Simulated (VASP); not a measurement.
# Mn (Fd-3m) in VASP: single point with PBEsol

Aim: the single point of Mn with PBEsol.

Program: VASP 6.6.1. These are calculated values, not measurements. Logs are shortened: lines on timing, memory, paths and dates and some standing lists are left out, and cuts for length are marked.

## (1) The cell of the first run

Symmetry: Fd-3m, No. 227, cubic system. Conventional cell: a = 4.875 Å, b = 4.875 Å, c = 4.875 Å, α = 90.00°, β = 90.00°, γ = 90.00°. Within 2.8 Å of Mn (site symmetry -43m) lie 4 Mn at 2.11 Å.

## (2) Single point, PBEsol

File INCAR:

```
SYSTEM = Mn
  ALGO = Normal
  EDIFF = 1E-6
  ENCUT = 500
  GGA = PS
  GGA_COMPAT = .False.
  ISIF = 2
  ISMEAR = -1
  LASPH = .True.
  LCHARG = .False.
  LREAL = .False.
  LWAVE = .False.
  NBANDS = 20
  NELM = 120
  PREC = Accurate
  SIGMA = 0.13605693000000002
```

File KPOINTS:

```
k-points
0
Gamma
  9 9 9
  0 0 0
```

File POSCAR:

```
Mn
1.0
    0.0000000000      2.4377144234      2.4377144234
    2.4377144234      0.0000000000      2.4377144234
    2.4377144234      2.4377144234      0.0000000000
Mn
2
Direct
    0.0000000000      0.0000000000      0.0000000000
    0.2500000000      0.2500000000      0.2500000000
```

Potentials or basis: VASP PAW PBE potentials, release 64 (Mn_pv).

Launch:

```sh
$ cat potpaw_PBE.64/Mn_pv/POTCAR > POTCAR
$ mpirun -np 1 vasp_std > vasp.out
```

OUTCAR:

```text
SYSTEM = Mn
   EDIFF = 1E-6
   ENCUT = 500
   GGA = PS
   ISIF = 2
   ISMEAR = -1
   LASPH = .True.
   LREAL = .False.
   NELM = 120
   PREC = Accurate

 ion  position               nearest neighbor table
   1  0.000  0.000  0.000-   2 2.11   2 2.11   2 2.11   2 2.11
   2  0.250  0.250  0.250-   1 2.11   1 2.11   1 2.11   1 2.11

  LATTYP: Found a face centered cubic cell.
 ALAT       =     4.8754288468

  Lattice vectors:

 A1 = (   0.0000000000,   2.4377144234,   2.4377144234)
 A2 = (   2.4377144234,   0.0000000000,   2.4377144234)
 A3 = (   2.4377144234,   2.4377144234,   0.0000000000)

Analysis of symmetry for initial positions (statically):
=====================================================================
 Subroutine PRICEL returns:
 Original cell was already a primitive cell.

 Routine SETGRP: Setting up the symmetry group for a
 face centered cubic supercell.

 Subroutine GETGRP returns: Found 48 space group operations
 (whereof 24 operations were pure point group operations)
 out of a pool of 48 trial point group operations.

The static configuration has the point symmetry T_d .
 The point group associated with its full space group is O_h .

Analysis of symmetry for dynamics (positions and initial velocities):
=====================================================================
 Subroutine PRICEL returns:
 Original cell was already a primitive cell.

 Routine SETGRP: Setting up the symmetry group for a
 face centered cubic supercell.

 Subroutine GETGRP returns: Found 48 space group operations
 (whereof 24 operations were pure point group operations)
 out of a pool of 48 trial point group operations.

The dynamic configuration has the point symmetry T_d .
 The point group associated with its full space group is O_h .

 Subroutine INISYM returns: Found 48 space group operations
 (whereof 24 operations are pure point group operations),
 and found     1 'primitive' translations

----------------------------------------------------------------------------------------

                                     Primitive cell

  volume of cell :      28.9720

  direct lattice vectors                    reciprocal lattice vectors
     0.000000000  2.437714423  2.437714423    -0.205110162  0.205110162  0.205110162
     2.437714423  0.000000000  2.437714423     0.205110162 -0.205110162  0.205110162
     2.437714423  2.437714423  0.000000000     0.205110162  0.205110162 -0.205110162

  length of vectors
     3.447448799  3.447448799  3.447448799     0.355261222  0.355261222  0.355261222

[... 73 lines left out ...]
   ICHARG =      2    charge: 1-file 2-atom 10-const
   ISPIN  =      1    spin polarized calculation?
   LNONCOLLINEAR =      F non collinear calculations
   LSORBIT =      F    spin-orbit coupling
   LASPH  =      T    aspherical Exc in radial PAW
   ENCUT  =  500.0 eV  36.75 Ry    6.06 a.u.   6.29  6.29  6.29*2*pi/ulx,y,z
   NELM   =    120;   NELMIN=  2; NELMDL= -5     # of ELM steps
   EDIFF  = 0.1E-05   stopping-criterion for ELM
   LREAL  =      F    real-space projection
   EDIFFG = 0.1E-04   stopping-criterion for IOM
   NSW    =      0    number of steps for IOM
   IBRION =     -1    ionic relax: 0-MD 1-quasi-New 2-CG
   NFREE  =      0    steps in history (QN), initial steepest desc. (CG)
   ISIF   =      2    stress and relaxation
   ISYM   =      2    0-nonsym 1-usesym 2-fastsym
   POTIM  = 0.5000    time-step for ionic-motion
   TEBEG  =    0.0;   TEEND  =   0.0 temperature during run
   PSTRESS=    0.0 pullay stress
   NELECT =      26.0000    total number of electrons
   NUPDOWN=      -1.0000    fix difference up-down
   EMIN   =  10.00;   EMAX   =-10.00  energy-range for DOS
   EFERMI =   0.00;   METHOD = LEGACY
   ISMEAR =    -1;   SIGMA  =   0.14  broadening in eV -4-tet -1-fermi 0-gaus
   EFERMI_NEDOS =   21; number of points for ismear=-14 and -15
   IALGO  =     38    algorithm
   IMIX   =      4    mixing-type and parameters
     AMIX     =   0.40;   BMIX     =  1.00
     AMIX_MAG =   1.60;   BMIX_MAG =  1.00
  volume/ion in A,a.u.               =      14.49        97.76
  Fermi-wavevector in a.u.,A,eV,Ry     =   1.579088  2.984044 33.926403  2.493520
  Thomas-Fermi vector in A             =   2.679521
   LORBIT       =      0    0 simple, 1 ext, 2 COOP (PROOUT), +10 PAW based schemes
   GGA     = PS    functional components
   LHFCALC =     F    Hartree Fock is set to
   AEXX    =    0.0000 exact exchange contribution
   IVDW    =     0    specifies the selected vdW correction
   LEPSILON=     F    determine dielectric tensor
   LRPA    =     F    only Hartree local field effects (RPA)
 non-spin polarized calculation
  energy-cutoff  :      500.00
  volume of cell :       28.97
 maximum number of plane-waves:       751
 NGX is ok and might be reduce to    28
   NGX = 13   NGY = 13   NGZ = 13

 number of electron      26.0000010 magnetization

 Free energy of the ion-electron system (eV)
  ---------------------------------------------------
  ext. energy  EPLUGINS =         0.00000000
  ---------------------------------------------------
  free energy    TOTEN  =       -16.51851136 eV

  energy without entropy =      -16.38223603  energy(sigma->0) =      -16.45037369

 E-fermi :   6.4093     XC(G=0): -12.1120

 val. band max:        6.3761798684   @ k =  -0.1111   0.1111   0.0000
 cond. band min:       6.4130870925   @ k =  -0.3333   0.4444   0.2222
 fundamental gap:      0.0369072241
 Fermi energy:         6.4093062129

 k-point     1 :       0.0000    0.0000    0.0000
  band No.  band energies     occupation
      1     -41.4008      2.00000
      2     -41.4008      2.00000
      3     -41.4008      2.00000
      4     -40.5851      2.00000
      5     -40.5851      2.00000
      6     -40.5851      2.00000
[... 541 lines left out ...]
     19      12.5395      0.00000
     20      12.5395      0.00000

 [... further k-points ...]
[... 5 lines left out ...]
  --------------------------------------------------------------------------------------
  -------------------------------------------------------------------------------------
  Total        0.2660663      0.2660663      0.2660663     -0.0000000     -0.0000000     -0.0000000
  in kB       14.7137005     14.7137005     14.7137005     -0.0000000     -0.0000000     -0.0000000
  external PRESSURE =      14.7137005 kB  Pullay stress =       0.0000000 kB

 VOLUME and BASIS-vectors are now :
 -----------------------------------------------------------------------------
  energy-cutoff  :      500.00
  volume of cell :       28.97
      direct lattice vectors                 reciprocal lattice vectors
     0.000000000  2.437714423  2.437714423    -0.205110162  0.205110162  0.205110162
     2.437714423  0.000000000  2.437714423     0.205110162 -0.205110162  0.205110162
     2.437714423  2.437714423  0.000000000     0.205110162  0.205110162 -0.205110162

 POSITION                                       TOTAL-FORCE (eV/Angst)
 -----------------------------------------------------------------------------------
      0.00000      0.00000      0.00000        -0.000000     -0.000000     -0.000000
      1.21886      1.21886      1.21886         0.000000      0.000000      0.000000
 -----------------------------------------------------------------------------------
    total drift:                                0.000000      0.000000      0.000000

  FREE ENERGIE OF THE ION-ELECTRON SYSTEM (eV)
  ---------------------------------------------------
  free  energy   TOTEN  =       -16.5185113572 eV

  energy  without entropy=      -16.3822360257  energy(sigma->0) =      -16.45037369
```

Run time: 19 s. Hardware: 1 thread of AMD EPYC 7R13 (Zen 3), shared host; peak memory 0.13 GiB.

What came out:

```yaml
Free_energy: -16.5185 eV
Pressure: 1.5 GPa
Band_gap_on_the_k_mesh: zero (band 13 reaches 6.85 eV, above the bottom of band 14 at 6.27 eV)
```

Caveat: the PAW data sets were made with another functional, which shifts forces and pressure a little; the run has no spin polarisation, though such a crystal can be magnetic.
